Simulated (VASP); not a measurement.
Runs of VASP 6.6.1 on NaCl. The structure is that of space group I4/mmm (No. 139), or close to it. The cells are those of the table. 

```tsv
cell	gap on the mesh (eV)	pressure (GPa)
a = 3.848, b = 3.848, c = 4.005 Å, angles 58.6, 58.6, 62.7°, 2 atoms	6.20	2.1
a = 3.765, b = 3.765, c = 3.845 Å, angles 59.3, 59.3, 61.4°, 2 atoms	6.62	5.0
a = 3.932, b = 3.932, c = 3.684 Å, angles 62.1, 62.1, 55.9°, 2 atoms	(b)	4.4
a = 3.848, b = 3.848, c = 3.684 Å, angles 61.4, 61.4, 57.2°, 2 atoms	6.61	5.6
a = 4.017, b = 4.017, c = 3.684 Å, angles 62.7, 62.7, 54.6°, 2 atoms	6.21	3.7
a = 4.092, b = 4.092, c = 3.845 Å, angles 62.0, 62.0, 56.0°, 2 atoms	5.87	0.0
a = 3.925, b = 3.925, c = 4.005 Å, angles 59.3, 59.3, 61.3°, 2 atoms	(a)	0.2
a = 3.932, b = 3.932, c = 4.165 Å, angles 58.0, 58.0, 64.0°, 2 atoms	5.84	0.3
```

Alike in all rows: task single point; level r2SCAN; potentials or basis VASP PAW PBE potentials, release 64 (Na_pv, Cl); no spin polarisation; k mesh 8 × 8 × 8; cutoff (eV) 520; smearing gaussian 0.05 eV.

Task: Fill in the values left out.

Result: (a) 6.03; (b) 6.40.

Caveats: the PAW data sets were made with another functional, which shifts forces and pressure a little.

A k mesh can miss the band edges.
